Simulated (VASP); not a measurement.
TaN, 4 atoms in the cell. Symmetry: P4/mmm, No. 123, tetragonal system. The conventional cell has a = 2.929 Å, b = 2.929 Å, c = 2.992 Å, α = 90.00°, β = 90.00°, γ = 90.00°. Within 2.7 Å of Ta (site symmetry 4/mmm) lie 4 N at 2.07 Å. Within 2.7 Å of N (site symmetry 4/mmm) lie 4 Ta at 2.07 Å. 

- Program: VASP 6.6.1
- Task: single point
- Functional: LDA
- Potentials or basis: VASP PAW LDA potentials, release 64 (Ta_sv_GW, N)
- Cutoff: 600 eV
- k mesh: 8 × 8 × 6
- Occupations: fermi-dirac, width 0.05 eV
- Spin: no spin polarisation
- Hubbard terms: Ta d U = 2.0 eV
- Dipole correction: no
- Second run: valence_matched
- Further INCAR settings: ALGO = Normal; EDIFF = 1e-06; NBANDS = 26

Potentials or basis: VASP PAW LDA potentials, release 64 (Ta_sv_GW, N).

Run with:

```console
$ cat potpaw_LDA.64/Ta_sv_GW/POTCAR potpaw_LDA.64/N/POTCAR > POTCAR
$ mpirun -np 1 vasp_std > vasp.out
```

Hardware: 1 thread of Intel(R) Xeon(R) 6975P-C (Granite Rapids), with other jobs on the host.

Task: How long does it take, and how much memory?

Result: It took 51 s on 1 thread of Intel(R) Xeon(R) 6975P-C (Granite Rapids), with other jobs on the host, peak memory 0.22 GiB. Counts: scf iterations 22, k points 60.
